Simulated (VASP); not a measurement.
Write the native input for VASP 6.6.1 that does the following.

| Property | Result |
| --- | --- |
| Task | single point |
| Functional | PBEsol |
| Potentials or basis | VASP PAW PBE potentials, release 64 (Ti_sv, Si) |
| Cutoff | 520 eV |
| k mesh | 6 × 6 × 6 |
| Occupations | gaussian, width 0.1 eV |
| Spin | no spin polarisation |
| Dipole correction | no |
| Further INCAR settings | ALGO = Normal; EDIFF = 1e-06; NBANDS = 15 |

The structure of TiSi lies in POSCAR:

```
TiSi
1.0
    0.0000000000      2.8565035962      2.8565035962
    2.8565035962      0.0000000000      2.8565035962
    2.8565035962      2.8565035962      0.0000000000
Ti Si
1 1
Direct
    0.0000000000      0.0000000000      0.0000000000
    0.2500000000      0.2500000000      0.2500000000
```

One way to write it, as run:

INCAR

```
SYSTEM = TiSi
PREC = Accurate ; ENCUT = 520
EDIFF = 1E-6 ; ISMEAR = 0
SIGMA = 0.1 ; LREAL = .False.
LASPH = .True. ; NELM = 100
ALGO = Normal ; ISIF = 2
LWAVE = .False. ; LCHARG = .True.
GGA = PS ; LELF = .True.
LVHAR = .True. ; NBANDS = 15
```

KPOINTS

```
Automatic mesh
0
Gamma
  6 6 6
  0 0 0
```

Potentials or basis: VASP PAW PBE potentials, release 64 (Ti_sv, Si).

Launch:

```console
$ cat potpaw_PBE.64/Ti_sv/POTCAR potpaw_PBE.64/Si/POTCAR > POTCAR
$ mpirun -np 1 vasp_std > vasp.out
```

Results of the run:

```json
{"Pressure": "0.2 GPa", "Band gap on the k mesh": "0.04 eV, direct"}
```

Caveat: the PAW data sets were made with another functional, which shifts forces and pressure a little.

It took 17 s on 1 thread of Intel Xeon 6975P-C, with other jobs on the host, peak memory 0.16 GiB.
